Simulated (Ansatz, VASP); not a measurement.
Au in VASP and in Ansatz

```
Au
1.0
     1.41993   -2.52520    0.00000
     1.41993    2.52520    0.00000
     0.00000    0.00000    4.85684
Au
2
Direct
  0.66415 0.33585 0.25000
  0.33585 0.66415 0.75000
```

Change from the starting cell: strain -0.0100 x Voigt [0, 1, 0, 0, 0, 0], atoms carried along.

Alike in both runs: task single point; functional r2SCAN; k mesh 24 × 24 × 12; occupations gaussian, width 0.15 eV; no spin polarisation.

|  | VASP | Ansatz |
| --- | --- | --- |
| version | VASP 6.6.1 | Ansatz 0.2.0 |
| potentials or method | VASP PAW PBE potentials, release 64 (Au), cutoff 520 eV | scalar-relativistic, plane waves, PAW |
| valence electrons in the cell | 22 | 38 |

```tsv
	VASP	Ansatz	Ansatz less VASP
gap on the k mesh at the Fermi level (eV)	none	none	-
pressure (GPa)	1.8	1.5	-0.28
traceless stress, the component that is largest in VASP (GPa)	0.62	0.57	-0.044
```

VASP's potentials were made for PBE, not for r2SCAN. A gap of «none» marks a metal or a gap that the smearing closes. The functional is the same, so the differences come from potentials, cutoffs and numerics. VASP's potentials hold 22 valence electrons a cell and Ansatz's 38, so a difference there can come from the potentials and not from the codes.

Neither program's run includes spin-orbit coupling.
